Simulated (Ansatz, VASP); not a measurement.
# One calculation of HC4, two programs

```
CELL_PARAMETERS angstrom
4.93130 0.00000 0.00000
-2.46565 4.27064 0.00000
0.00000 0.00000 18.00003
ATOMIC_POSITIONS crystal
C 0.33333 0.16667 0.22222
C 0.33333 0.66667 0.22222
C 0.83333 0.16667 0.22222
C 0.83333 0.66667 0.22222
C 0.16667 0.33333 0.22222
C 0.16667 0.83333 0.22222
C 0.66667 0.33333 0.22222
C 0.66667 0.83333 0.22222
H 0.71195 0.28805 0.31833
H 0.78805 0.21195 0.31833
```

Alike in both runs: task single point; functional PBE; dispersion D3(BJ); k mesh 6 × 6 × 1; occupations gaussian, width 0.1 eV; no spin polarisation.

```csv
,VASP,Ansatz
version,VASP 6.6.1,Ansatz 0.2.0
potentials or method,"VASP PAW PBE potentials, release 64 (C, H), cutoff 520 eV","scalar-relativistic, plane waves, PAW"
valence electrons in the cell,34,34
```

|  | VASP | Ansatz | Ansatz less VASP |
| --- | --- | --- | --- |
| gap on the k mesh at the Fermi level (eV) | 0.36 | 0.36 | 0.000 |
| least direct gap on the mesh (eV) | 0.36 | 0.36 | 0.000 |
| rms of the force components (eV/Å) | 1.437 | 1.428 | -0.0092 |

Atom by atom the forces differ by 0.011 eV/Å (rms over components). Ansatz's warnings: structure snapped to symmetry.
